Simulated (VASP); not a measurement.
# CdS (P6_3mc) in VASP: a series of runs, part 2 of 2

VASP 6.6.1. The steps go on from the part before.

## (4) Single point, PBEsol (in-plane strain -0.01)

INCAR

```
SYSTEM = CdS
ALGO     = Normal         ! electronic algorithm
EDIFF    = 1E-6           ! SCF threshold, eV
ENCUT    = 520            ! plane-wave cutoff, eV
GGA      = PS             ! functional
ISIF     = 2              ! what is computed and relaxed
ISMEAR   = 0              ! smearing method
LASPH    = .TRUE.         ! aspherical terms in the spheres
LCHARG   = .FALSE.        ! write CHGCAR
LREAL    = .FALSE.        ! projectors in reciprocal space
LWAVE    = .FALSE.        ! write WAVECAR
NBANDS   = 26             ! bands
NELM     = 60             ! most SCF steps
PREC     = Accurate       ! precision mode
SIGMA    = 0.01           ! smearing width, eV
```

KPOINTS

```
k-points
0
G
  6 6 4
  0 0 0
```

POSCAR

```
CdS
1.0
    4.0826189893      0.0000000000      0.0000000000
   -2.0413094946      3.5356517587      0.0000000000
    0.0000000000      0.0000000000      6.7499490646
Cd S
2 2
Direct
    0.3333333333      0.6666666667     -0.0007769940
    0.6666666667      0.3333333333      0.4992230060
    0.3333333333      0.6666666667      0.3757769940
    0.6666666667      0.3333333333      0.8757769940
```

Potentials or basis: VASP PAW PBE potentials, release 64 (Cd, S).

The run is started by

```console
$ cat potpaw_PBE.64/Cd/POTCAR potpaw_PBE.64/S/POTCAR > POTCAR
$ mpirun -np 1 vasp_std > vasp.out
```

OUTCAR:

```text
SYSTEM = CdS
   EDIFF = 1E-6
   ENCUT = 520
   GGA = PS
   ISIF = 2
   ISMEAR = 0
   LASPH = .TRUE.
   LREAL = .FALSE.
   NELM = 60
   PREC = Accurate

 ion  position               nearest neighbor table
   1  0.333  0.667  0.999-   4 2.50   4 2.50   4 2.50   3 2.54
   2  0.667  0.333  0.499-   3 2.50   3 2.50   3 2.50   4 2.54
   3  0.333  0.667  0.376-   2 2.50   2 2.50   2 2.50   1 2.54
   4  0.667  0.333  0.876-   1 2.50   1 2.50   1 2.50   2 2.54

  LATTYP: Found a hexagonal cell.
 ALAT       =     4.0826189893
 C/A-ratio  =     1.6533379878

  Lattice vectors:

 A1 = (   4.0826189893,   0.0000000000,   0.0000000000)
 A2 = (  -2.0413094946,   3.5356517587,   0.0000000000)
 A3 = (   0.0000000000,   0.0000000000,   6.7499490646)

Analysis of symmetry for initial positions (statically):
=====================================================================
 Subroutine PRICEL returns:
[... 167 lines left out ...]
  ext. energy  EPLUGINS =         0.00000000
  ---------------------------------------------------
  free energy    TOTEN  =       -13.61642353 eV

  energy without entropy =      -13.61642353  energy(sigma->0) =      -13.61642353

 E-fermi :   1.4840     XC(G=0):  -9.4571

 val. band max:        1.3880262934   @ k =   0.0000   0.0000   0.0000
 cond. band min:       2.4915603961   @ k =   0.0000   0.0000   0.0000
 fundamental gap:      1.1035341026
 Fermi energy:         1.4840097496

 k-point     1 :       0.0000    0.0000    0.0000
  band No.  band energies     occupation
      1     -11.1342      2.00000
      2     -10.6863      2.00000
      3      -6.4122      2.00000
      4      -6.4122      2.00000
      5      -6.3987      2.00000
      6      -6.3285      2.00000
[... 598 lines left out ...]
     25      10.6038      0.00000
     26      10.6038      0.00000

------------------------ aborting loop because EDIFF is reached ----------------------------------------

  FORCE on cell =-STRESS in cart. coord.  units (eV):
  Direction    XX          YY          ZZ          XY          YZ          ZX
  --------------------------------------------------------------------------------------
  -------------------------------------------------------------------------------------
  Total        1.1884103      1.1884103      0.0812662      0.0000000      0.0000000      0.0000000
  in kB       19.5419615     19.5419615      1.3363238      0.0000000      0.0000000      0.0000000
  external PRESSURE =      13.4734156 kB  Pullay stress =       0.0000000 kB

 VOLUME and BASIS-vectors are now :
 -----------------------------------------------------------------------------
  energy-cutoff  :      520.00
  volume of cell :       97.43
      direct lattice vectors                 reciprocal lattice vectors
     4.082618989  0.000000000  0.000000000     0.244940809  0.141416642  0.000000000
    -2.041309495  3.535651759  0.000000000     0.000000000  0.282833285  0.000000000
     0.000000000  0.000000000  6.749949065     0.000000000  0.000000000  0.148149266

 POSITION                                       TOTAL-FORCE (eV/Angst)
 -----------------------------------------------------------------------------------
     -0.00000      2.35710      6.74470         0.000000     -0.000000      0.131945
      2.04131      1.17855      3.36973        -0.000000      0.000000      0.131945
     -0.00000      2.35710      2.53648        -0.000000      0.000000     -0.131945
      2.04131      1.17855      5.91145         0.000000      0.000000     -0.131945
 -----------------------------------------------------------------------------------
    total drift:                                0.000000      0.000000     -0.000731

  FREE ENERGIE OF THE ION-ELECTRON SYSTEM (eV)
  ---------------------------------------------------
  free  energy   TOTEN  =       -13.6164235322 eV

  energy  without entropy=      -13.6164235322  energy(sigma->0) =      -13.61642353
```

It took 60 s on 1 thread of Intel Xeon 8259CL, shared host; peak memory 0.21 GiB.

Results:

```yaml
Free_energy: -13.6164 eV
Pressure: 1.3 GPa
Largest_force: 0.132 eV/Å
Band_gap_on_the_k_mesh: 1.10 eV
```

Forces in eV/Å, atoms in the order of the input:
```
Cd   0.000  0.000  0.132
Cd   0.000  0.000  0.132
S    0.000  0.000 -0.132
S    0.000  0.000 -0.132
```

Stress tensor (GPa, compression positive):
```
1.95 0.00 0.00
0.00 1.95 0.00
0.00 0.00 0.13
```

Caveat: the cell differs from its parent crystal (in-plane strain -0.01); the PAW data sets were made with another functional, which shifts forces and pressure a little.

## (5) The runs side by side

| cell | gap on the mesh (eV) | pressure (GPa) | largest force (eV/Å) |
| --- | --- | --- | --- |
| a = 4.041, b = 4.041, c = 6.790 Å, angles 90.0, 90.0, 120.0°, 4 atoms, atomic positions A | 1.11 | 2.4 | 0.27 |
| a = 4.041, b = 4.041, c = 6.836 Å, angles 90.0, 90.0, 120.0°, 4 atoms, atomic positions B | 1.05 | 1.8 | 0.01 |
| a = 4.083, b = 4.083, c = 6.750 Å, angles 90.0, 90.0, 120.0°, 4 atoms, atomic positions A | 1.10 | 1.3 | 0.13 |

Alike in all rows: task single point; level PBEsol; potentials or basis VASP PAW PBE potentials, release 64 (Cd, S); no spin polarisation; k mesh 6 × 6 × 4; cutoff (eV) 520; smearing gaussian 0.01 eV.

Caveats: the PAW data sets were made with another functional, which shifts forces and pressure a little.

Absolute energies hang on the potentials; compare differences alone.
